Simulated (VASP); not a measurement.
MgO:

```xyz
2
Lattice="0.0000 2.1022 2.1022 2.1022 0.0000 2.1022 2.1022 2.1022 0.0000" Properties=species:S:1:pos:R:3 pbc="T T T"
Mg    0.0000    0.0000    0.0000
O     2.1022    2.1022    2.1022
```

Base run:

| Property | Result |
| --- | --- |
| Program | VASP 6.6.1 |
| Functional | PBE0 |
| Potentials or basis | VASP PAW PBE potentials, release 64 (Mg, O) |
| Cutoff | 520 eV |
| k mesh | 8 × 8 × 8 |
| Occupations | gaussian, width 0.01 eV |
| Spin | no spin polarisation |

Its results: band gap on the k mesh 7.24 eV; pressure -0.6 GPa.

Task: The run is repeated on the same cell with these changes: functional from PBE0 to PBE. What comes out?

Result: Band gap on the k mesh 4.78 eV; pressure 4.9 GPa.

Caveats: the PAW data sets were made with another functional, which shifts forces and pressure a little (at least some runs); the cell stands under pressure (at least some runs).

